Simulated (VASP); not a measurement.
Runs of VASP 6.6.1 on AlRu. The structure is that of space group Pm-3m (No. 221), or close to it. The cells are those of the table. 

| task | cell | cutoff (eV) | smearing | gap on the mesh (eV) | pressure (GPa) | relaxed volume (Å³/atom) |
| --- | --- | --- | --- | --- | --- | --- |
| single point | a = 2.984 Å, 2 atoms | 520 | fermi-dirac 0.15 eV | none | 0.1 | - |
| single point | a = 2.983 Å, 2 atoms | 520 | gaussian 0.1 eV | none | 0.1 | - |
| relaxation of cell and atoms | relaxed from a = 2.983 Å, 2 atoms | 600 | fermi-dirac 0.15 eV | none | 0.0 | 13.30 |
| relaxation of cell and atoms | relaxed from a = 2.982 Å, 2 atoms | 600 | gaussian 0.1 eV | none | 0.0 | (a) |

Alike in all rows: level r2SCAN; potentials or basis VASP PAW PBE potentials, release 64 (Al, Ru_pv); no spin polarisation; k mesh 14 × 14 × 14.

Fill in the values left out.

(a) 13.28.

Caveats: the PAW data sets were made with another functional, which shifts forces and pressure a little.

A k mesh can miss the band edges, and the runs leave out spin-orbit coupling on Ru.

A gap of «none» marks levels without a gap at the run's occupations.
